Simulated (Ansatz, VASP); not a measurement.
Lu in VASP and in Ansatz

The input INCAR:

```
PREC = Accurate ; ENCUT = 520
EDIFF = 1E-6 ; ISMEAR = 0
SIGMA = 0.05 ; LREAL = False
LASPH = True ; NELM = 100
ALGO = Normal ; ISIF = 2
LWAVE = False ; LCHARG = False
GGA = PE ; NBANDS = 18
```

File KPOINTS:

```
regular mesh
0
Gamma
  8 8 8
```

POSCAR

```
Lu
1.0
   -1.9504305427      1.9504305427      1.9504305427
    1.9504305427     -1.9504305427      1.9504305427
    1.9504305427      1.9504305427     -1.9504305427
Lu
1
Direct
    0.0000000000      0.0000000000      0.0000000000
```

Input for Ansatz:

```yaml
crystal:
  lattice:
    - [-1.9504305427, 1.9504305427, 1.9504305427]
    - [1.9504305427, -1.9504305427, 1.9504305427]
    - [1.9504305427, 1.9504305427, -1.9504305427]
  atoms:
    - { symbol: Lu, position: [0.0, 0.0, 0.0] }
basis:
  ecutwfc: 420
  ecutrho_ratio: 4
kpoints:
  mp_grid: { grid: [8, 8, 8] }
hamiltonian:
  xc: pbe
scf:
  occupations: { method: gaussian, width: 0.05 }
output:
  forces: true
  stress: true
  eigenvalues: true
```

Alike in both runs: task single point; functional PBE; k mesh 8 × 8 × 8; occupations gaussian, width 0.05 eV; no spin polarisation.

|  | VASP | Ansatz |
| --- | --- | --- |
| version | VASP 6.6.1 | Ansatz 0.2.0 |
| potentials or method | VASP PAW PBE potentials, release 64 (Lu), cutoff 520 eV | scalar-relativistic, plane waves, PAW |
| valence electrons in the cell | 25 | 25 |

VASP gave:

```
pressure (GPa) : -0.2
```

Q: What did Ansatz give for the same quantities?

A: Pressure (GPa): -0.3.

The functional is the same, so the differences come from potentials, cutoffs and numerics.

Spin-orbit coupling is off throughout.
